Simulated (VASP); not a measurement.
# TiAl3: single point with PBE

Crystal: TiAl3.

```
Ti Al
1.0
     2.83968    0.00000    0.00000
     0.00000    4.68126    0.00000
     0.00000    0.00000    4.90074
Ti Al
1 3
Direct
  0.00000 0.50000 0.16592
  0.50000 0.50000 0.66727
  0.50000 0.00000 0.33091
  0.00000 0.00000 0.83590
```

```yaml
Program: VASP 6.6.1
Task: single point
Functional: PBE
Potentials_or_basis: VASP PAW PBE potentials, release 64 (Ti_sv, Al)
Cutoff: 520 eV
k_mesh: 4 × 2 × 2
Occupations: gaussian, width 0.1 eV
Spin: no spin polarisation
Dipole_correction: no
Further_INCAR_settings: ALGO = Fast; EDIFF = 1e-06; NBANDS = 18
```

- Pressure: 0.0 GPa
- Largest force: 0.217 eV/Å

Forces in eV/Å, atoms in the order of the input:
```
Ti   0.000  0.000 -0.092
Al   0.000  0.000 -0.007
Al   0.000  0.000  0.217
Al   0.000  0.000 -0.118
```

Stress tensor (GPa, compression positive):
```
-3.40  0.00  0.00
 0.00  3.70  0.00
 0.00  0.00 -0.21
```

Levels at points of the mesh, in eV from the Fermi level:
| k point | band 9 | band 10 | band 11 | band 12 | band 13 | band 14 |
| --- | --- | --- | --- | --- | --- | --- |
| (0.00, 0.00, 0.00) | -2.75 | -0.88 | -0.52 | 2.20 | 2.26 | 2.59 |
| (0.50, 0.00, 0.00) | -1.87 | 0.20 | 0.49 | 0.63 | 1.27 | 1.41 |
| (0.00, 0.50, 0.00) | -2.14 | -1.61 | -0.28 | 2.10 | 2.21 | 2.54 |
| (0.50, 0.50, 0.00) | -1.80 | -0.60 | -0.42 | 0.66 | 1.01 | 1.20 |
| (0.00, 0.00, 0.50) | -2.23 | -1.20 | -0.42 | 2.09 | 2.16 | 2.28 |
| (0.50, 0.00, 0.50) | -1.45 | -0.29 | -0.23 | 0.48 | 1.10 | 1.84 |
| (0.00, 0.50, 0.50) | -0.30 | -0.15 | 0.65 | 2.12 | 2.13 | 3.58 |
| (0.50, 0.50, 0.50) | -2.91 | -2.87 | -0.94 | -0.30 | 0.92 | 1.96 |

Run time: 13 s on 1 thread of Intel(R) Xeon(R) 6975P-C (Granite Rapids), on a shared host, peak memory 0.17 GiB.

Caveat: the k points lie up to 0.67 Å⁻¹ apart.
